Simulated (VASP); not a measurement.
# KLaYNbO6 (F-43m) in VASP: single point with PBE

Aim: the single point of KLaYNbO6 with PBE.

Program: VASP 6.6.1. These are calculated values, not measurements. Logs are shortened: lines on timing, memory, paths and dates and some standing lists are left out, and cuts for length are marked.

## 1. The cell of the first run

Symmetry: F-43m, No. 216, cubic system. Conventional cell: a = 8.420 Å, b = 8.420 Å, c = 8.420 Å, α = 90.00°, β = 90.00°, γ = 90.00°. K (site symmetry -43m) has 12 O at 2.98 Å and 4 Nb at 3.65 Å and 4 Y at 3.65 Å within 3.9 Å. La (site symmetry -43m) has 12 O at 2.98 Å and 4 Y at 3.65 Å and 4 Nb at 3.65 Å within 3.9 Å. Y (site symmetry -43m) has 6 O at 2.21 Å within 2.9 Å. Nb (site symmetry -43m) has 6 O at 2.00 Å within 2.7 Å. Within 2.7 Å of O (site symmetry 2mm) lie 1 Nb at 2.00 Å and 1 Y at 2.21 Å.

## 2. Single point, PBE

INCAR

```
PREC     = Accurate       # precision mode
ENCUT    = 520            # plane-wave cutoff, eV
EDIFF    = 1E-6           # SCF threshold, eV
ISMEAR   = 0              # smearing method
SIGMA    = 0.01           # smearing width, eV
LREAL    = F              # projectors in reciprocal space
LASPH    = T              # aspherical terms in the spheres
NELM     = 80             # most SCF steps
ALGO     = Normal         # electronic algorithm
ISIF     = 2              # what is computed and relaxed
LWAVE    = F              # write WAVECAR
LCHARG   = F              # write CHGCAR
GGA      = PE             # functional
NBANDS   = 51             # bands
```

KPOINTS

```
Automatic mesh
0
Gamma
  4 4 4
```

POSCAR

```
KLaYNbO6
1.0
    0.0000000000      4.2101300000      4.2101300000
    4.2101300000      0.0000000000      4.2101300000
    4.2101300000      4.2101300000      0.0000000000
K La Y Nb O
1 1 1 1 6
Direct
    0.7500000000      0.7500000000      0.7500000000
    0.2500000000      0.2500000000      0.2500000000
    0.5000000000      0.5000000000      0.5000000000
    0.0000000000      0.0000000000      0.0000000000
    0.7623010000      0.2376990000      0.2376990000
    0.2376990000      0.7623010000      0.7623010000
    0.7623010000      0.7623010000      0.2376990000
    0.2376990000      0.2376990000      0.7623010000
    0.2376990000      0.7623010000      0.2376990000
    0.7623010000      0.2376990000      0.7623010000
```

Potentials or basis: VASP PAW PBE potentials, release 64 (K_sv, La, Y_sv, Nb_sv, O).

Command:

```console
$ cat potpaw_PBE.64/K_sv/POTCAR potpaw_PBE.64/La/POTCAR potpaw_PBE.64/Y_sv/POTCAR potpaw_PBE.64/Nb_sv/POTCAR potpaw_PBE.64/O/POTCAR > POTCAR
$ mpirun -np 1 vasp_std > vasp.out
```

OUTCAR:

```text
PREC = Accurate
   ENCUT = 520
   EDIFF = 1E-6
   ISMEAR = 0
   LREAL = F
   LASPH = T
   NELM = 80
   ISIF = 2
   GGA = PE

 ion  position               nearest neighbor table
   1  0.750  0.750  0.750-   3 3.65   3 3.65   3 3.65   3 3.65
   2  0.250  0.250  0.250-   3 3.65   3 3.65   3 3.65   3 3.65
   3  0.500  0.500  0.500-   5 2.21   6 2.21   7 2.21   8 2.21   9 2.21  10 2.21   1 3.65   2 3.65
                             2 3.65   2 3.65   2 3.65   1 3.65   1 3.65   1 3.65
   4  0.000  0.000  0.000-   5 2.00   6 2.00   7 2.00   8 2.00   9 2.00  10 2.00
   5  0.762  0.238  0.238-   4 2.00   3 2.21
   6  0.238  0.762  0.762-   4 2.00   3 2.21
   7  0.762  0.762  0.238-   4 2.00   3 2.21
   8  0.238  0.238  0.762-   4 2.00   3 2.21
   9  0.238  0.762  0.238-   4 2.00   3 2.21
  10  0.762  0.238  0.762-   4 2.00   3 2.21

  LATTYP: Found a face centered cubic cell.
 ALAT       =     8.4202600000

  Lattice vectors:

 A1 = (   0.0000000000,   4.2101300000,   4.2101300000)
 A2 = (   4.2101300000,   0.0000000000,   4.2101300000)
 A3 = (   4.2101300000,   4.2101300000,   0.0000000000)

Analysis of symmetry for initial positions (statically):
=====================================================================
 Subroutine PRICEL returns:
 Original cell was already a primitive cell.

 Routine SETGRP: Setting up the symmetry group for a
 face centered cubic supercell.

 Subroutine GETGRP returns: Found 24 space group operations
 (whereof 24 operations were pure point group operations)
 out of a pool of 48 trial point group operations.

The static configuration has the point symmetry T_d .

Analysis of symmetry for dynamics (positions and initial velocities):
=====================================================================
 Subroutine PRICEL returns:
 Original cell was already a primitive cell.

 Routine SETGRP: Setting up the symmetry group for a
 face centered cubic supercell.

 Subroutine GETGRP returns: Found 24 space group operations
 (whereof 24 operations were pure point group operations)
 out of a pool of 48 trial point group operations.

The dynamic configuration has the point symmetry T_d .

 Subroutine INISYM returns: Found 24 space group operations
 (whereof 24 operations are pure point group operations),
 and found     1 'primitive' translations

----------------------------------------------------------------------------------------

                                     Primitive cell

[... 99 lines left out ...]
   PSTRESS=    0.0 pullay stress
   NELECT =      80.0000    total number of electrons
   NUPDOWN=      -1.0000    fix difference up-down
   EMIN   =  10.00;   EMAX   =-10.00  energy-range for DOS
   EFERMI =   0.00;   METHOD = LEGACY
   ISMEAR =     0;   SIGMA  =   0.01  broadening in eV -4-tet -1-fermi 0-gaus
   EFERMI_NEDOS =   21; number of points for ismear=-14 and -15
   IALGO  =     38    algorithm
   IMIX   =      4    mixing-type and parameters
     AMIX     =   0.40;   BMIX     =  1.00
     AMIX_MAG =   1.60;   BMIX_MAG =  1.00
  volume/ion in A,a.u.               =      14.93       100.72
  Fermi-wavevector in a.u.,A,eV,Ry     =   1.329840  2.513033 24.061548  1.768474
  Thomas-Fermi vector in A             =   2.458972
   LORBIT       =      0    0 simple, 1 ext, 2 COOP (PROOUT), +10 PAW based schemes
   GGA     = PE    functional components
   LHFCALC =     F    Hartree Fock is set to
   AEXX    =    0.0000 exact exchange contribution
   IVDW    =     0    specifies the selected vdW correction
   LEPSILON=     F    determine dielectric tensor
   LRPA    =     F    only Hartree local field effects (RPA)
 non-spin polarized calculation
 Gauss-broadening in eV      SIGMA  =   0.01
  energy-cutoff  :      520.00
  volume of cell :      149.25
 maximum number of plane-waves:      4044
 NGX is ok and might be reduce to    48
   NGX = 23   NGY = 23   NGZ = 23

 number of electron      80.0000011 magnetization

 Free energy of the ion-electron system (eV)
  ---------------------------------------------------
  ext. energy  EPLUGINS =         0.00000000
  ---------------------------------------------------
  free energy    TOTEN  =       -81.34555193 eV

  energy without entropy =      -81.34555193  energy(sigma->0) =      -81.34555193

 E-fermi :   3.7769     XC(G=0): -10.3689

 val. band max:        3.6059141238   @ k =   0.0000   0.0000   0.0000
 cond. band min:       5.8298708401   @ k =   0.5000   0.5000   0.0000
 fundamental gap:      2.2239567163
 Fermi energy:         3.7768785630

 k-point     1 :       0.0000    0.0000    0.0000
  band No.  band energies     occupation
      1     -50.9598      2.00000
      2     -35.6473      2.00000
      3     -28.7181      2.00000
      4     -27.0960      2.00000
      5     -27.0960      2.00000
      6     -27.0960      2.00000
[... 421 lines left out ...]
     50       8.0263      0.00000
     51       8.6067      0.00000

------------------------ aborting loop because EDIFF is reached ----------------------------------------

  FORCE on cell =-STRESS in cart. coord.  units (eV):
  Direction    XX          YY          ZZ          XY          YZ          ZX
  --------------------------------------------------------------------------------------
  -------------------------------------------------------------------------------------
  Total       -2.5142041     -2.5142041     -2.5142041      0.0000000      0.0000000      0.0000000
  in kB      -26.9894847    -26.9894847    -26.9894847      0.0000000      0.0000000      0.0000000
  external PRESSURE =     -26.9894847 kB  Pullay stress =       0.0000000 kB

 VOLUME and BASIS-vectors are now :
 -----------------------------------------------------------------------------
  energy-cutoff  :      520.00
  volume of cell :      149.25
      direct lattice vectors                 reciprocal lattice vectors
     0.000000000  4.210130000  4.210130000    -0.118761178  0.118761178  0.118761178
     4.210130000  0.000000000  4.210130000     0.118761178 -0.118761178  0.118761178
     4.210130000  4.210130000  0.000000000     0.118761178  0.118761178 -0.118761178

 POSITION                                       TOTAL-FORCE (eV/Angst)
 -----------------------------------------------------------------------------------
      6.31520      6.31520      6.31520        -0.000000     -0.000000     -0.000000
      2.10507      2.10507      2.10507        -0.000000     -0.000000     -0.000000
      4.21013      4.21013      4.21013        -0.000000     -0.000000     -0.000000
      0.00000      0.00000      0.00000        -0.000000     -0.000000     -0.000000
      2.00149      4.21013      4.21013        -0.318374     -0.000000     -0.000000
      6.41877      4.21013      4.21013         0.318374     -0.000000     -0.000000
      4.21013      4.21013      6.41877        -0.000000     -0.000000      0.318374
      4.21013      4.21013      2.00149        -0.000000     -0.000000     -0.318374
      4.21013      2.00149      4.21013        -0.000000     -0.318374     -0.000000
      4.21013      6.41877      4.21013        -0.000000      0.318374     -0.000000
 -----------------------------------------------------------------------------------
    total drift:                               -0.000000     -0.000000     -0.000000

  FREE ENERGIE OF THE ION-ELECTRON SYSTEM (eV)
  ---------------------------------------------------
  free  energy   TOTEN  =       -81.3455519285 eV

  energy  without entropy=      -81.3455519285  energy(sigma->0) =      -81.34555193
```

OSZICAR:

```text
N       E                     dE             d eps       ncg     rms          rms(c)
DAV:   1     0.969056087938E+03    0.96906E+03   -0.37411E+04   904   0.203E+03
DAV:   2     0.114269857958E+03   -0.85479E+03   -0.77357E+03   886   0.516E+02
DAV:   3    -0.788796962884E+02   -0.19315E+03   -0.17675E+03  1193   0.216E+02
DAV:   4    -0.966010162902E+02   -0.17721E+02   -0.17555E+02  1312   0.647E+01
DAV:   5    -0.978511703994E+02   -0.12502E+01   -0.12487E+01  1472   0.169E+01    0.479E+01
DAV:   6    -0.811828271613E+02    0.16668E+02   -0.11813E+02  1184   0.452E+01    0.414E+01
DAV:   7    -0.813245575807E+02   -0.14173E+00   -0.12027E+01  1432   0.193E+01    0.244E+01
DAV:   8    -0.813410836868E+02   -0.16526E-01   -0.12433E+00  1352   0.583E+00    0.170E+00
DAV:   9    -0.813452967223E+02   -0.42130E-02   -0.18711E-01  1440   0.175E+00    0.767E-01
DAV:  10    -0.813459358824E+02   -0.63916E-03   -0.33106E-02  1352   0.129E+00    0.424E-01
DAV:  11    -0.813454891509E+02    0.44673E-03   -0.40129E-03  1224   0.404E-01    0.167E-01
DAV:  12    -0.813455481828E+02   -0.59032E-04   -0.11862E-03  1448   0.204E-01    0.484E-02
DAV:  13    -0.813455443198E+02    0.38629E-05   -0.11453E-04  1296   0.536E-02    0.293E-02
DAV:  14    -0.813455562748E+02   -0.11955E-04   -0.63377E-05  1456   0.448E-02    0.145E-02
DAV:  15    -0.813455521680E+02    0.41067E-05   -0.13161E-05  1224   0.237E-02    0.520E-03
DAV:  16    -0.813455519285E+02    0.23948E-06   -0.28077E-06   888   0.108E-02
   1 F= -.81345552E+02 E0= -.81345552E+02  d E =-.303899-130
```

stdout:

```text
POSCAR found type information on POSCAR K LaY NbO
 POSCAR found :  5 types and      10 ions
 scaLAPACK will be used
 LDA part: xc-table for (Slater+PW92), standard interpolation
 POSCAR, INCAR and KPOINTS ok, starting setup
 FFT: planning ... GRIDC
 FFT: planning ... GRID_SOFT
 FFT: planning ... GRID
 WAVECAR not read
 entering main loop
```

It took 2.2 min on 1 thread of AMD EPYC 7R13 (Zen 3), shared host; peak memory 0.36 GiB.

What came out:

* Free energy: -81.3456 eV
* Pressure: -2.7 GPa
* Largest force: 0.318 eV/Å
* Band gap on the k mesh: 2.22 eV, indirect (least direct gap 2.26 eV)

Forces in eV/Å, atoms in the order of the input:
```
K    0.000  0.000  0.000
La   0.000  0.000  0.000
Y    0.000  0.000  0.000
Nb   0.000  0.000  0.000
O   -0.318  0.000  0.000
O    0.318  0.000  0.000
O    0.000  0.000  0.318
O    0.000  0.000 -0.318
O    0.000 -0.318  0.000
O    0.000  0.318  0.000
```

Levels at points of the mesh, in eV from the valence-band top:
| k point | band 38 | band 39 | band 40 | band 41 | band 42 | band 43 |
| --- | --- | --- | --- | --- | --- | --- |
| (0.00, 0.00, 0.00) | 0.00 | 0.00 | 0.00 | 2.45 | 2.45 | 2.45 |
| (0.50, 0.00, 0.00) | -0.53 | -0.53 | -0.27 | 2.36 | 2.41 | 2.41 |
| (0.50, 0.50, 0.00) | -0.49 | -0.49 | -0.03 | 2.22 | 2.40 | 2.41 |

Caveat: spin-orbit coupling is left out, which moves the levels of the heavy elements.
